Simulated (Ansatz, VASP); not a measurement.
Two plane-wave programs on Ti

```
CELL_PARAMETERS angstrom
4.53672 0.00000 0.00000
-2.26836 3.92892 0.00000
0.00000 0.00000 2.80728
ATOMIC_POSITIONS crystal
Ti 0.66667 0.33333 0.50000
Ti 0.33333 0.66667 0.50000
Ti 0.00000 0.00000 0.00000
```

Alike in both runs: task single point; functional PBEsol; k mesh 7 × 7 × 9; occupations fermi-dirac, width 0.05 eV; no spin polarisation.

```csv
,VASP,Ansatz
version,VASP 6.6.1,Ansatz 0.2.0
potentials or method,"VASP PAW PBE potentials, release 64 (Ti_sv)",Ansatz PAW
plane-wave cutoff (eV),520,420
valence electrons in the cell,36,36
```

Ansatz gave:

```
gap on the k mesh at the Fermi level (eV)                     : none
pressure (GPa)                                                : -1.5
traceless stress, the component that is largest in VASP (GPa) : 0.14
```

Problem. What did VASP give for the same quantities?

Solution. gap on the k mesh at the Fermi level (eV): none; pressure (GPa): -1.7; traceless stress, the component that is largest in VASP (GPa): 0.14.

VASP's potentials were made for PBE, not for PBEsol. A gap of «none» marks a metal or a gap that the smearing closes.
